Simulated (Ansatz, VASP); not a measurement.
Ag in VASP and in Ansatz

INCAR

```
SYSTEM = Ag
PREC = Accurate ; ENCUT = 520
EDIFF = 1E-7 ; ISMEAR = -1
SIGMA = 0.05 ; LREAL = .FALSE.
LASPH = .TRUE. ; NELM = 100
ALGO = Fast ; ISIF = 2
LWAVE = .FALSE. ; LCHARG = .TRUE.
GGA = PE ; IVDW = 12
LELF = .TRUE. ; LVHAR = .TRUE.
NBANDS = 12
```

Contents of KPOINTS:

```
regular mesh
0
G
  11 11 11
  0 0 0
```

The input POSCAR:

```
Ag
1.0
    0.0000000000      2.0290398554      2.0290398554
    2.0290398554      0.0000000000      2.0290398554
    2.0290398554      2.0290398554      0.0000000000
Ag
1
Direct
    0.0000000000      0.0000000000      0.0000000000
```

Contents of input.yaml:

```yaml
crystal:
  lattice:
    - [0.0, 2.0290398554, 2.0290398554]
    - [2.0290398554, 0.0, 2.0290398554]
    - [2.0290398554, 2.0290398554, 0.0]
  atoms:
    - { symbol: Ag, position: [0.0, 0.0, 0.0] }
hamiltonian:
  xc: pbe
  pseudopotentials: { kind: paw }
  dispersion: d3bj
kpoints:
  mp_grid: { grid: [11, 11, 11] }
scf:
  occupations: { method: fermi_dirac, width: 0.05 }
output:
  forces: true
  stress: true
  eigenvalues: true
```

Alike in both runs: task single point; functional PBE; dispersion D3(BJ); k mesh 11 × 11 × 11; occupations fermi-dirac, width 0.05 eV; no spin polarisation.

|  | VASP | Ansatz |
| --- | --- | --- |
| version | VASP 6.6.1 | Ansatz 0.2.0 |
| potentials or method | VASP PAW PBE potentials, release 64 (Ag) | Ansatz PAW |
| plane-wave cutoff (eV) | 520 | 420 |
| valence electrons in the cell | 11 | 19 |

|  | VASP | Ansatz | Ansatz less VASP |
| --- | --- | --- | --- |
| gap on the k mesh at the Fermi level (eV) | none | none | - |
| pressure (GPa) | 0.8 | 0.9 | +0.11 |

A gap of «none» marks a metal or a gap that the smearing closes. VASP's potentials hold 11 valence electrons a cell and Ansatz's 19, so a difference there can come from the potentials and not from the codes.
